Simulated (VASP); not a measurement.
A run of VASP 6.6.1 is set up as follows.

INCAR

```
SYSTEM = ZrH
ALGO = Fast ; EDIFF = 1E-6
ENCUT = 520 ; GGA = PS
ISIF = 2 ; ISMEAR = 0
LASPH = .TRUE. ; LCHARG = .TRUE.
LELF = .TRUE. ; LREAL = .FALSE.
LVHAR = .TRUE. ; LWAVE = .FALSE.
NBANDS = 21 ; NELM = 80
PREC = Accurate ; SIGMA = 0.1
```

File KPOINTS:

```
k-points
0
G
  16 16 10
  0 0 0
```

The input POSCAR:

```
ZrH
1.0
    3.1902763252      0.0000000000      0.0000000000
    0.0000000000      3.1902763252      0.0000000000
    0.0000000000      0.0000000000      5.1402225016
Zr H
2 2
Direct
    0.0000000000      0.5000000000      0.0000000000
    0.5000000000      0.0000000000      0.5000000000
    0.0000000000      0.0000000000      0.7500000000
    0.0000000000      0.0000000000      0.2500000000
```

Potentials or basis: VASP PAW PBE potentials, release 64 (Zr_sv, H).

Launch:

```bash
$ cat potpaw_PBE.64/Zr_sv/POTCAR potpaw_PBE.64/H/POTCAR > POTCAR
$ mpirun -np 1 vasp_std > vasp.out
```

Predict the band gap on the k mesh.

zero (bands 13 and 14 overlap by 0.86 eV).

Predict the pressure.

-3.6 GPa.

Stress tensor (GPa, compression positive):
```
-2.62  0.00  0.00
 0.00 -2.62  0.00
 0.00  0.00 -5.60
```

Caveat: the cell differs from its parent crystal (strain along c alone, the other axes held: +3.0 %); the cell stands under tension; the PAW data sets were made with another functional, which shifts forces and pressure a little.
